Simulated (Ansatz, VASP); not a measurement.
## One calculation of Te2Mo, two programs

```
Te Mo
1.0
     3.63022    0.00000    0.00000
    -1.81511    3.14386    0.00000
     0.00000    0.00000   25.29788
Te Mo
4 2
Direct
  0.33333 0.66667 0.22364
  0.66667 0.33333 0.92063
  0.66667 0.33333 0.77636
  0.33333 0.66667 0.07937
  0.66667 0.33333 0.15154
  0.33333 0.66667 0.84846
```

Change from the starting cell: volume scaled by 1.06.

Alike in both runs: task single point; functional PBEsol; k mesh 9 × 9 × 2; occupations fermi-dirac, width 0.05 eV; no spin polarisation.

|  | VASP | Ansatz |
| --- | --- | --- |
| version | VASP 6.6.1 | Ansatz 0.2.0 |
| potentials or method | VASP PAW PBE potentials, release 64 (Te, Mo_sv), cutoff 520 eV | all-electron LAPW, scalar-relativistic |

VASP gave:

```
gap on the k mesh at the Fermi level (eV) : 0.94
least direct gap on the mesh (eV)         : 0.94
rms of the force components (eV/Å)        : 0.402
```

Task: Estimate Ansatz's values.

Result: gap on the k mesh at the Fermi level (eV): 0.94; least direct gap on the mesh (eV): 0.94; rms of the force components (eV/Å): 0.413.

VASP's potentials were made for PBE, not for PBEsol. Atom by atom the forces differ by 0.011 eV/Å (rms over components). Ansatz ran all-electron here, and VASP with PAW potentials.

Spin-orbit coupling is off throughout.
